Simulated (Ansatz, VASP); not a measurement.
Ni: VASP beside Ansatz

```xyz
1
Lattice="0.0000 1.7684 1.7684 1.7684 0.0000 1.7684 1.7684 1.7684 0.0000" Properties=species:S:1:pos:R:3 pbc="T T T"
Ni    0.0000    0.0000    0.0000
```

Alike in both runs: task single point; functional LDA; k mesh 12 × 12 × 12; occupations gaussian, width 0.1 eV; collinear spin.

|  | VASP | Ansatz |
| --- | --- | --- |
| version | VASP 6.6.1 | Ansatz 0.2.0 |
| potentials or method | VASP PAW LDA potentials, release 64 (Ni_sv_GW), cutoff 690 eV | PAW, plane waves, scalar-relativistic |
| valence electrons in the cell | 18 | 18 |

|  | VASP | Ansatz | Ansatz less VASP |
| --- | --- | --- | --- |
| pressure (GPa) | -20.2 | -19.3 | +0.96 |
| net moment per atom (μB) | 0.64 | 0.67 | +0.034 |
| size of the moment on the site where the two differ most (μB) | 0.67 | 0.71 | +0.035 |

LDA's correlation is that of Perdew and Zunger in VASP and of Perdew and Wang (1992) in Ansatz. Site moments also hang on the region over which each program counts them.
